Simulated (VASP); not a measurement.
Input of a VASP 6.6.1 run:

The input INCAR:

```
SYSTEM = BAs
ALGO = Normal
EDIFF = 1E-7
ENCUT = 520
GGA = PE
ISIF = 2
ISMEAR = -1
LASPH = .TRUE.
LCHARG = .TRUE.
LELF = .TRUE.
LREAL = .FALSE.
LVHAR = .TRUE.
LWAVE = .FALSE.
NBANDS = 11
NELM = 60
PREC = Accurate
SIGMA = 0.03
```

Contents of KPOINTS:

```
k-points
0
G
  15 15 15
  0 0 0
```

File POSCAR:

```
BAs
1.0
    0.0000000000      2.3885000000      2.3407300000
    2.3885000000      0.0000000000      2.3407300000
    2.3885000000      2.3885000000      0.0000000000
B As
1 1
Direct
    0.0000000000      0.0000000000      0.0000000000
    0.7500000000      0.7500000000      0.7500000000
```

Potentials or basis: VASP PAW PBE potentials, release 64 (B, As).

Launch:

```sh
$ cat potpaw_PBE.64/B/POTCAR potpaw_PBE.64/As/POTCAR > POTCAR
$ mpirun -np 1 vasp_std > vasp.out
```

(1) Predict the pressure.

(2) Estimate the band gap on the k mesh.

Answers

(1) 6.5 GPa.

(2) 0.85 eV, indirect (least direct gap 3.09 eV).

Caveat: the cell differs from its parent crystal (zz strain of -2 %).
